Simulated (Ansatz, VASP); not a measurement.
## Two plane-wave programs on Ge

```xyz
4
Lattice="3.9956 0.0000 0.0000 -1.9978 3.4603 0.0000 0.0000 0.0000 6.7018" Properties=species:S:1:pos:R:3 pbc="T T T"
Ge    1.9978    1.1534    0.4271
Ge    0.0000    2.3069    3.7779
Ge    1.9978    1.1534    2.9238
Ge    0.0000    2.3069    6.2747
```

Change from the starting cell: strain along c alone, the other axes held, atoms relaxed: +1.5 %.

Alike in both runs: functional r2SCAN; k mesh 12 × 12 × 6; occupations gaussian, width 0.01 eV; no spin polarisation.

Ansatz relaxed the structure, and its values are those at the end. VASP's run is a single point on that final structure, the one shown.

|  | VASP | Ansatz |
| --- | --- | --- |
| version | VASP 6.6.1 | Ansatz 0.2.0 |
| potentials or method | VASP PAW PBE potentials, release 64 (Ge_d), cutoff 520 eV | scalar-relativistic, plane waves, PAW |
| valence electrons in the cell | 56 | 56 |

VASP gave:

- gap on the k mesh at the Fermi level (eV): 0.01
- least direct gap on the mesh (eV): 0.01
- pressure (GPa): -1.0

Question: What did Ansatz give for the same quantities?

Answer: gap on the k mesh at the Fermi level (eV): 0.05; least direct gap on the mesh (eV): 0.05; pressure (GPa): -1.0.

VASP's potentials were made for PBE, not for r2SCAN. Ansatz's warnings: stress scf threshold loose.
